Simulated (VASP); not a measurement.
# MgB5 (P1) in VASP: notebook, part 2 of 2

VASP 6.6.1.

### Step 4. Relaxation of cell and atoms, PBE

File INCAR:

```
PREC = Accurate
ENCUT = 600
EDIFF = 1E-6
ISMEAR = 0
SIGMA = 0.1
LREAL = False
LASPH = True
NELM = 60
ALGO = Normal
ISIF = 3
LWAVE = False
LCHARG = False
GGA = PE
IBRION = 2
NSW = 90
EDIFFG = -0.04
```

File KPOINTS:

```
regular mesh
0
Gamma
  4 4 4
```

File POSCAR:

```
MgB5
1.0
    4.2815086643      0.0000000000      0.0000000000
    1.8408828312      4.0768458450      0.0000000000
    0.0881946816      1.0000203774      6.0773728322
Mg B
2 10
Direct
    0.3723628267      0.3236465921      0.2259256143
    0.9531495657      0.2698335318      0.6508807462
    0.4250464796      0.7810311481      0.4453451816
    0.9051808318      0.7580556426      0.8346173292
    0.8594071170      0.8502835255      0.1022154099
    0.5303926017      0.7766540895      0.7255276530
    0.8321929731      0.7932936270      0.3894863422
    0.2274520321      0.8274066015      0.9327841450
    0.7888813561      0.5012984888      0.2911263657
    0.3477307822      0.4980830834      0.7928743537
    0.9972587049      0.0621175630      0.3064070303
    0.5039534886      0.0722785873      0.8838127487
```

Potentials or basis: VASP PAW PBE potentials, release 64 (Mg, B).

Run with:

```bash
cat potpaw_PBE.64/Mg/POTCAR potpaw_PBE.64/B/POTCAR > POTCAR
mpirun -np 1 vasp_std > vasp.out
```

OUTCAR:

```text
PREC = Accurate
   ENCUT = 600
   EDIFF = 1E-6
   ISMEAR = 0
   LREAL = False
   LASPH = True
   NELM = 60
   ISIF = 3
   GGA = PE
   IBRION = 2
   NSW = 90
   EDIFFG = -0.04

 ion  position               nearest neighbor table
   1  0.372  0.324  0.226-   9 2.29   9 2.34  11 2.35   7 2.45  11 2.46   5 2.49  12 2.49   5 2.50
                             3 2.51   8 2.52  10 2.65   3 2.70   7 2.71   2 3.19   2 3.55
   2  0.953  0.270  0.651-   9 2.28   8 2.32   6 2.36  11 2.42   4 2.48   7 2.49  12 2.53  10 2.53
                             6 2.53   4 2.55  10 2.56   3 2.62  12 2.73   3 2.76   1 3.19   1 3.55
   3  0.425  0.781  0.445-   6 1.79   7 1.79  11 1.87   9 1.90   1 2.51   2 2.62   1 2.70   2 2.76

   4  0.905  0.758  0.835-   8 1.67   6 1.71   5 1.75  12 1.77  10 1.81   2 2.48   2 2.55
   5  0.859  0.850  0.102-   4 1.75   7 1.76   8 1.85  12 1.88  11 1.92   9 1.92   1 2.49   1 2.50

   6  0.530  0.777  0.726-   4 1.71  10 1.72  12 1.73   8 1.78   3 1.79   2 2.36   2 2.53
   7  0.832  0.793  0.389-   9 1.60  11 1.65   5 1.76   3 1.79   1 2.45   2 2.49   1 2.71
   8  0.227  0.827  0.933-   4 1.67  10 1.71   6 1.78   5 1.85  12 1.91   2 2.32   1 2.52
   9  0.789  0.501  0.291-   7 1.60  11 1.78   3 1.90   5 1.92   2 2.28   1 2.29   1 2.34
  10  0.348  0.498  0.793-   8 1.71   6 1.72  12 1.74   4 1.81   2 2.53   2 2.56   1 2.65
  11  0.997  0.062  0.306-   7 1.65   9 1.78   3 1.87   5 1.92   1 2.35   2 2.42   1 2.46
  12  0.504  0.072  0.884-   6 1.73  10 1.74   4 1.77   5 1.88   8 1.91   1 2.49   2 2.53   2 2.73

  LATTYP: Found a triclinic cell.
 ALAT       =     4.7515604280
 B/A-ratio  =     2.0271942787
 C/A-ratio  =     0.9414171298
 COS(alpha) =     0.0001560797
 COS(beta)  =     0.5705926769
 COS(gamma) =     0.6372314463

  Lattice vectors:

 A1 = (   2.4406258331,  -4.0768458450,   0.0000000000)
 A2 = (   6.8103291790,  -3.0768254676,   6.0773728322)
 A3 = (  -1.8408828312,  -4.0768458450,   0.0000000000)

Analysis of symmetry for initial positions (statically):
=====================================================================
 Subroutine PRICEL returns:
[... 184 lines left out ...]

 number of electron      34.0000000 magnetization

 Free energy of the ion-electron system (eV)
  ---------------------------------------------------
  ext. energy  EPLUGINS =         0.00000000
  ---------------------------------------------------
  free energy    TOTEN  =       -66.90967881 eV

  energy without entropy =      -66.90172534  energy(sigma->0) =      -66.90570207

------------------------ aborting loop because EDIFF is reached ----------------------------------------

  FORCE on cell =-STRESS in cart. coord.  units (eV):
  Direction    XX          YY          ZZ          XY          YZ          ZX
  --------------------------------------------------------------------------------------
  -------------------------------------------------------------------------------------
  Total       -0.4555671      0.0178051      0.1132262      0.1575242      0.0129967     -0.4932941
  in kB       -6.8805944      0.2689171      1.7100963      2.3791454      0.1962932     -7.4503983
  external PRESSURE =      -1.6338603 kB  Pullay stress =       0.0000000 kB
[... 119 lines left out ...]
  FREE ENERGIE OF THE ION-ELECTRON SYSTEM (eV)
  ---------------------------------------------------
  free  energy   TOTEN  =       -66.9178634472 eV

  energy  without entropy=      -66.9111013061  energy(sigma->0) =      -66.91448238

[... ionic steps 4 to 28 ...]

--------------------------------------- Ionic step       29  -------------------------------------------

 number of electron      34.0000000 magnetization

------------------------ aborting loop because EDIFF is reached ----------------------------------------
[... 87 lines left out ...]
--------------------------------------- Ionic step       31  -------------------------------------------

 number of electron      34.0000000 magnetization

 Free energy of the ion-electron system (eV)
  ---------------------------------------------------
  ext. energy  EPLUGINS =         0.00000000
  ---------------------------------------------------
  free energy    TOTEN  =       -67.06534929 eV

  energy without entropy =      -67.05430662  energy(sigma->0) =      -67.05982795

 E-fermi :   5.5381     XC(G=0): -10.8995

 val. band max:        5.5348414668   @ k =   0.0000   0.5000   0.0000
 cond. band min:       5.5430714065   @ k =  -0.2500  -0.2500   0.2500
 fundamental gap:      0.0082299397
 Fermi energy:         5.5381408500

 k-point     1 :       0.0000    0.0000    0.0000
  band No.  band energies     occupation
      1      -9.1960      2.00000
      2      -7.0926      2.00000
      3      -4.7209      2.00000
      4      -3.4681      2.00000
      5      -2.3838      2.00000
      6      -1.7267      2.00000
[... 637 lines left out ...]
     23      10.3091      0.00000
     24      10.6696      0.00000

 [... further k-points ...]
[... 5 lines left out ...]
  --------------------------------------------------------------------------------------
  -------------------------------------------------------------------------------------
  Total       -0.0042269     -0.0163370      0.0927871      0.0492614     -0.0858169      0.0106784
  in kB       -0.0629001     -0.2431110      1.3807622      0.7330580     -1.2770392      0.1589046
  external PRESSURE =       0.3582504 kB  Pullay stress =       0.0000000 kB
[... 27 lines left out ...]
  FREE ENERGIE OF THE ION-ELECTRON SYSTEM (eV)
  ---------------------------------------------------
  free  energy   TOTEN  =       -67.0653492869 eV

  energy  without entropy=      -67.0543066152  energy(sigma->0) =      -67.05982795

 reached required accuracy - stopping structural energy minimisation
```

OSZICAR:

```text
N       E                     dE             d eps       ncg     rms          rms(c)
DAV:   1     0.939078728507E+02    0.93908E+02   -0.16299E+04  1728   0.140E+03
DAV:   2    -0.652229341294E+02   -0.15913E+03   -0.15135E+03  2216   0.231E+02
DAV:   3    -0.724445878847E+02   -0.72217E+01   -0.71082E+01  2280   0.473E+01
DAV:   4    -0.725410420378E+02   -0.96454E-01   -0.96317E-01  2168   0.579E+00
[... 225 lines left out ...]
DAV:   1    -0.670653857027E+02   -0.72166E-03   -0.39869E-02  1736   0.128E+00    0.509E-02
DAV:   2    -0.670653659431E+02    0.19760E-04   -0.86185E-04  2296   0.179E-01    0.273E-02
DAV:   3    -0.670653515721E+02    0.14371E-04   -0.58688E-05  2072   0.461E-02    0.134E-02
DAV:   4    -0.670653494588E+02    0.21133E-05   -0.12131E-05  2296   0.187E-02    0.426E-03
DAV:   5    -0.670653492869E+02    0.17193E-06   -0.10856E-06  1360   0.620E-03
  31 F= -.67065349E+02 E0= -.67059828E+02  d E =-.685225E-03
```

CONTCAR:

```text
MgB5
   1.00000000000000
     4.2992352778456784    0.0316099570018862   -0.1132468697554964
     1.8769212253323309    4.0509803081221438   -0.1623628599760086
    -0.0653313330068650    0.8190786786226883    6.1819139956554165
  Mg              B
     2    10
Direct
     0.3809137251297650    0.3517053605167862    0.2383013102162447
     0.9371405417797953    0.2436440443946810    0.6399703877958275
     0.4569043982642937    0.8055957920162949    0.4359407500100820
     0.8916238514274286    0.7384885176612646    0.8366199819453830
     0.8570627752903348    0.8656831522837858    0.0991657712641822
     0.5133497413398188    0.7387924382802827    0.7263520033475488
     0.8450519247640970    0.8338013173522656    0.3782636649544853
     0.2121347325157769    0.8257756707525086    0.9287759567080086
     0.8046409318352731    0.5236100859570922    0.2858782259749985
     0.3398490773275538    0.4592552677756254    0.8293040023044177
     0.0167610639449474    0.0828789847622554    0.2892670118731610
     0.4875759958809155    0.0447518488471500    0.8931638534056674

  0.00000000E+00  0.00000000E+00  0.00000000E+00
  0.00000000E+00  0.00000000E+00  0.00000000E+00
  0.00000000E+00  0.00000000E+00  0.00000000E+00
  0.00000000E+00  0.00000000E+00  0.00000000E+00
  0.00000000E+00  0.00000000E+00  0.00000000E+00
  0.00000000E+00  0.00000000E+00  0.00000000E+00
  0.00000000E+00  0.00000000E+00  0.00000000E+00
  0.00000000E+00  0.00000000E+00  0.00000000E+00
  0.00000000E+00  0.00000000E+00  0.00000000E+00
  0.00000000E+00  0.00000000E+00  0.00000000E+00
  0.00000000E+00  0.00000000E+00  0.00000000E+00
  0.00000000E+00  0.00000000E+00  0.00000000E+00
```

Run time: 14 min. Hardware: 1 thread of Intel Xeon 6975P-C (Granite Rapids), shared host; peak memory 0.3 GiB.

Results:

```
Free energy                           : -67.0653 eV
Relaxed volume                        : 8.97 Å³/atom
Relaxed cell                          : a = 4.301 Å, b = 4.468 Å, c = 6.236 Å, α = 85.49°, β = 92.04°, γ = 64.69°
Space group after relaxing (to 0.1 Å) : P1 (No. 1)
Energy gained by relaxing             : 13.0 meV/atom
Ionic steps                           : 31
Pressure after relaxing               : 0.0 GPa
Largest force after relaxing          : 0.037 eV/Å
Band gap on the k mesh                : zero (bands 17 and 18 overlap by 1.23 eV)
```

Forces on the atoms (eV/Å):
```
Mg   0.011 -0.013 -0.028
Mg  -0.008  0.009 -0.009
B    0.006  0.001  0.013
B   -0.017 -0.006  0.010
B    0.005 -0.007 -0.008
B   -0.002 -0.030 -0.018
B    0.005 -0.010  0.009
B   -0.025  0.014  0.016
B    0.003  0.024  0.001
B    0.000  0.000 -0.009
B    0.010  0.032 -0.011
B    0.011 -0.014  0.033
```

Stress tensor (GPa, compression positive):
```
-0.01  0.07  0.02
 0.07 -0.02 -0.13
 0.02 -0.13  0.14
```

The path:
```
step  energy change (eV)  largest force (eV/Å)  pressure (GPa)  volume (Å³)
   1              0.0000                0.2347           -0.16       106.08
   2             -0.0077                0.2166            0.07       105.94
   3             -0.0082                0.3025            0.15       105.90
   4             -0.0133                0.2136            0.21       105.88
   5             -0.0168                0.2524            0.34       105.85
   6             -0.0226                0.1893            0.16       105.99
   7             -0.0311                0.3082           -0.31       106.36
   8             -0.0380                0.2284           -0.18       106.39
   9             -0.0504                0.2774            0.24       106.45
  10             -0.0516                0.4179            0.43       106.48
  11             -0.0574                0.3434            0.37       106.59
  12             -0.0674                0.2679            0.21       106.89
  13             -0.0680                0.2978            0.16       106.99
  14             -0.0754                0.2852            0.03       107.10
  15             -0.0883                0.2595           -0.35       107.42
  16             -0.0894                0.3721           -0.49       107.54
  17             -0.0961                0.3176           -0.41       107.55
  18             -0.1089                0.2102           -0.17       107.56
  19             -0.1008                0.7207            0.37       107.58
  20             -0.1113                0.3342           -0.01       107.57
  21             -0.1200                0.2420           -0.02       107.57
  22             -0.1293                0.3527            0.00       107.57
  23             -0.1389                0.2162            0.08       107.57
  24             -0.1424                0.1822            0.18       107.57
  25             -0.1471                0.1344            0.04       107.67
  26             -0.1490                0.1815           -0.12       107.78
  27             -0.1527                0.0775           -0.17       107.79
  28             -0.1537                0.0849           -0.21       107.79
  29             -0.1550                0.0519            0.12       107.63
  30             -0.1550                0.0538            0.13       107.63
  31             -0.1557                0.0372            0.04       107.67
```

Final structure:
```cif
data_structure
_symmetry_space_group_name_H-M 'P 1'
_symmetry_Int_Tables_number 1
_cell_length_a 4.3008
_cell_length_b 4.4676
_cell_length_c 6.2363
_cell_angle_alpha 85.488
_cell_angle_beta 92.041
_cell_angle_gamma 64.686
_cell_volume 107.67
loop_
_atom_site_label
_atom_site_type_symbol
_atom_site_fract_x
_atom_site_fract_y
_atom_site_fract_z
_atom_site_occupancy
Mg1 Mg 0.38091 0.35171 0.23830 1
Mg2 Mg 0.93714 0.24364 0.63997 1
B1 B 0.45690 0.80560 0.43594 1
B2 B 0.89162 0.73849 0.83662 1
B3 B 0.85706 0.86568 0.09917 1
B4 B 0.51335 0.73879 0.72635 1
B5 B 0.84505 0.83380 0.37826 1
B6 B 0.21213 0.82578 0.92878 1
B7 B 0.80464 0.52361 0.28588 1
B8 B 0.33985 0.45926 0.82930 1
B9 B 0.01676 0.08288 0.28927 1
B10 B 0.48758 0.04475 0.89316 1
```

Levels at points of the mesh, in eV from the Fermi level:
| k point | band 14 | band 15 | band 16 | band 17 | band 18 | band 19 | band 20 | band 21 |
| --- | --- | --- | --- | --- | --- | --- | --- | --- |
| (0.00, 0.00, 0.00) | -2.81 | -2.11 | -2.02 | -1.70 | -0.37 | 0.48 | 1.25 | 2.32 |
| (0.50, 0.00, 0.00) | -2.21 | -1.47 | -0.65 | -0.03 | 0.30 | 1.48 | 2.57 | 2.94 |
| (0.00, 0.50, 0.00) | -2.04 | -1.76 | -1.62 | -0.36 | 0.00 | 0.98 | 2.84 | 3.78 |
| (0.50, 0.50, 0.00) | -2.45 | -2.16 | -1.10 | -0.40 | 0.94 | 2.22 | 2.98 | 3.48 |
| (0.00, 0.00, 0.50) | -3.18 | -2.11 | -1.73 | -0.85 | -0.61 | 0.64 | 1.52 | 2.69 |
| (0.50, 0.00, 0.50) | -2.18 | -0.90 | -0.63 | 0.12 | 0.49 | 1.31 | 1.38 | 3.05 |
| (0.00, 0.50, 0.50) | -2.01 | -1.66 | -1.50 | -0.63 | 0.53 | 1.16 | 1.79 | 3.61 |
| (0.50, 0.50, 0.50) | -2.57 | -2.10 | -1.81 | 0.62 | 0.96 | 1.92 | 2.96 | 3.40 |

Caveat: the k points lie up to 0.41 Å⁻¹ apart in the final cell, too coarse for converged energies and pressures of a metal.

### Step 5. Overview

```csv
task,cell,cutoff (eV),gap on the mesh (eV),pressure (GPa),largest force (eV/Å)
single point,"a = 4.282, b = 4.473, c = 6.160 Å, angles 81.1, 89.2, 65.7°, 12 atoms, atomic positions A",520,none,-0.1,0.23
single point,"a = 4.299, b = 4.468, c = 6.245 Å, angles 85.5, 92.0, 64.7°, 12 atoms, atomic positions B",520,none,0.0,0.05
relaxation of cell and atoms,"relaxed from a = 4.282, b = 4.473, c = 6.160 Å, angles 81.1, 89.2, 65.7°, 12 atoms, atomic positions A",600,none,0.0,0.04
```

Alike in all rows: level PBE; potentials or basis VASP PAW PBE potentials, release 64 (Mg, B); no spin polarisation; k mesh 4 × 4 × 4; smearing gaussian 0.1 eV.

Caveats: all runs use coarse meshes.

Absolute energies hang on the potentials; compare differences alone.
